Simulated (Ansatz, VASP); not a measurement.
# One calculation of TaSi2, two programs

The input INCAR:

```
SYSTEM = TaSi2
PREC = Accurate
ENCUT = 520
EDIFF = 1E-7
ISMEAR = 0
SIGMA = 0.15
LREAL = Auto
LASPH = .TRUE.
NELM = 100
ALGO = Fast
ISIF = 2
LWAVE = .FALSE.
LCHARG = .FALSE.
GGA = PE
NBANDS = 72
```

File KPOINTS:

```
regular mesh
0
G
  9 9 3
  0 0 0
```

The input POSCAR:

```
TaSi2
1.0
   -4.8057071671      0.0000000000      0.0000000000
   -2.4028535835     -4.1618644899      0.0000000000
   -0.9611414334     -1.6647457960     13.1946946197
Ta Si
6 12
Direct
    0.5000000000      0.9666600000      0.0833500000
    0.5000000000      0.7666600000      0.5833500000
    0.0000000000      0.3999933333      0.2500166667
    0.0000000000      0.1999933333      0.7500166667
    0.5000000000      0.1333266667      0.9166833333
    0.5000000000      0.3333266667      0.4166833333
    0.1589210529      0.6488178943      0.0833500000
    0.1589210529      0.4488178943      0.5833500000
    0.3178421057      0.7410722805      0.2500166667
    0.3178421057      0.5410722805      0.7500166667
    0.1589210529     -0.2077522805      0.9166833333
    0.1589210529     -0.0077522805      0.4166833333
    0.8410789471      0.2845021057      0.0833500000
    0.8410789471      0.0845021057      0.5833500000
    0.6821578943      0.0589143862      0.2500166667
    0.6821578943     -0.1410856138      0.7500166667
    0.8410789471      0.4744056138      0.9166833333
    0.8410789471      0.6744056138      0.4166833333
```

Input for Ansatz:

```yaml
crystal:
  lattice:
    - [-4.8057071671, 0.0, 0.0]
    - [-2.4028535835, -4.1618644899, 0.0]
    - [-0.9611414334, -1.664745796, 13.1946946197]
  atoms:
    - { symbol: Ta, position: [0.5, 0.96666, 0.08335] }
    - { symbol: Ta, position: [0.5, 0.76666, 0.58335] }
    - { symbol: Ta, position: [0.0, 0.3999933333, 0.2500166667] }
    - { symbol: Ta, position: [0.0, 0.1999933333, 0.7500166667] }
    - { symbol: Ta, position: [0.5, 0.1333266667, 0.9166833333] }
    - { symbol: Ta, position: [0.5, 0.3333266667, 0.4166833333] }
    - { symbol: Si, position: [0.1589210529, 0.6488178943, 0.08335] }
    - { symbol: Si, position: [0.1589210529, 0.4488178943, 0.58335] }
    - { symbol: Si, position: [0.3178421057, 0.7410722805, 0.2500166667] }
    - { symbol: Si, position: [0.3178421057, 0.5410722805, 0.7500166667] }
    - { symbol: Si, position: [0.1589210529, -0.2077522805, 0.9166833333] }
    - { symbol: Si, position: [0.1589210529, -0.0077522805, 0.4166833333] }
    - { symbol: Si, position: [0.8410789471, 0.2845021057, 0.08335] }
    - { symbol: Si, position: [0.8410789471, 0.0845021057, 0.58335] }
    - { symbol: Si, position: [0.6821578943, 0.0589143862, 0.2500166667] }
    - { symbol: Si, position: [0.6821578943, -0.1410856138, 0.7500166667] }
    - { symbol: Si, position: [0.8410789471, 0.4744056138, 0.9166833333] }
    - { symbol: Si, position: [0.8410789471, 0.6744056138, 0.4166833333] }
basis:
  ecutwfc: 420
kpoints:
  mp_grid: { grid: [9, 9, 3] }
hamiltonian:
  xc: pbe
scf:
  occupations: { method: gaussian, width: 0.15 }
output:
  forces: true
  stress: true
  eigenvalues: true
```

Alike in both runs: task single point; functional PBE; k mesh 9 × 9 × 3; occupations gaussian, width 0.15 eV; no spin polarisation.

```csv
,VASP,Ansatz
version,VASP 6.6.1,Ansatz 0.2.0
potentials or method,"VASP PAW PBE potentials, release 64 (Ta_pv, Si), cutoff 520 eV","scalar-relativistic, plane waves, PAW"
valence electrons in the cell,114,126
```

Ansatz gave:

```
gap on the k mesh at the Fermi level (eV)                     : none
pressure (GPa)                                                : 5.2
traceless stress, the component that is largest in VASP (GPa) : 10.33
rms of the force components (eV/Å)                            : 1.606
```

What did VASP give for the same quantities?

gap on the k mesh at the Fermi level (eV): none; pressure (GPa): 5.3; traceless stress, the component that is largest in VASP (GPa): 10.41; rms of the force components (eV/Å): 1.626.

Atom by atom the forces differ by 0.021 eV/Å (rms over components). A gap of «none» marks a metal or a gap that the smearing closes. With one functional, cell and mesh, what is left measures potentials, basis and numerics. VASP's potentials hold 114 valence electrons a cell and Ansatz's 126, so a difference there can come from the potentials and not from the codes.

Spin-orbit coupling is off throughout.
